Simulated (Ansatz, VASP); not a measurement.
Ba8H in VASP and in Ansatz

```
Ba H
1.0
     0.00000    6.38119    6.38119
     6.38119    0.00000    6.38119
     6.38119    6.38119    0.00000
Ba H
8 1
Direct
  0.00706 0.00706 0.00706
  0.00706 0.00706 0.47883
  0.00706 0.47883 0.00706
  0.99998 0.50001 0.50001
  0.47883 0.00706 0.00706
  0.50001 0.99998 0.50001
  0.50001 0.50001 0.99998
  0.50001 0.50001 0.50001
  0.12500 0.12500 0.12500
```

Alike in both runs: functional PBE; k mesh 4 × 4 × 4; occupations gaussian, width 0.1 eV; no spin polarisation.

Ansatz relaxed the structure, and its values are those at the end. VASP's run is a single point on that final structure, the one shown.

```csv
,VASP,Ansatz
version,VASP 6.6.1,Ansatz 0.2.0
potentials or method,"VASP PAW PBE potentials, release 64 (Ba_sv, H), cutoff 520 eV","scalar-relativistic, plane waves, PAW"
valence electrons in the cell,81,81
```

```csv
,VASP,Ansatz,Ansatz less VASP
gap on the k mesh at the Fermi level (eV),none,none,-
pressure (GPa),0.0,-0.1,-0.07
rms of the force components (eV/Å),0.010,0.009,-0.0015
```

A gap of «none» marks a metal or a gap that the smearing closes.

Spin-orbit coupling is off throughout.
